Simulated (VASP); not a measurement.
Here is a VASP 6.6.1 calculation.

The input INCAR:

```
ALGO = Fast
EDIFF = 1E-7
EDIFFG = -0.01
ENCUT = 600
GGA = PE
IBRION = 2
ISIF = 3
ISMEAR = 0
LASPH = True
LCHARG = False
LREAL = False
LWAVE = False
NELM = 100
NSW = 100
PREC = Accurate
SIGMA = 0.1
```

The input KPOINTS:

```
k-points
0
Gamma
  24 24 10
```

Contents of POSCAR:

```
KOs
1.0
    2.7693506851      0.0000000000      0.0000000000
   -1.3846753425      2.3983280453      0.0000000000
    0.0000000000      0.0000000000      5.8111348777
K Os
1 1
Direct
    0.3333333333      0.6666666667      0.5000000000
    0.0000000000      0.0000000000      0.0000000000
```

Potentials or basis: VASP PAW PBE potentials, release 64 (K_sv, Os).

Command:

```sh
$ cat potpaw_PBE.64/K_sv/POTCAR potpaw_PBE.64/Os/POTCAR > POTCAR
$ mpirun -np 1 vasp_std > vasp.out
```

(1) Estimate the relaxed volume.

(2) Estimate the relaxed cell.

(3) Predict the space group after relaxing (to 0.1 Å).

Results:

(1) 19.41 Å³/atom.

(2) a = 2.776 Å, b = 2.776 Å, c = 5.814 Å, α = 90.00°, β = 90.00°, γ = 120.00°.

(3) P-6m2 (No. 187).
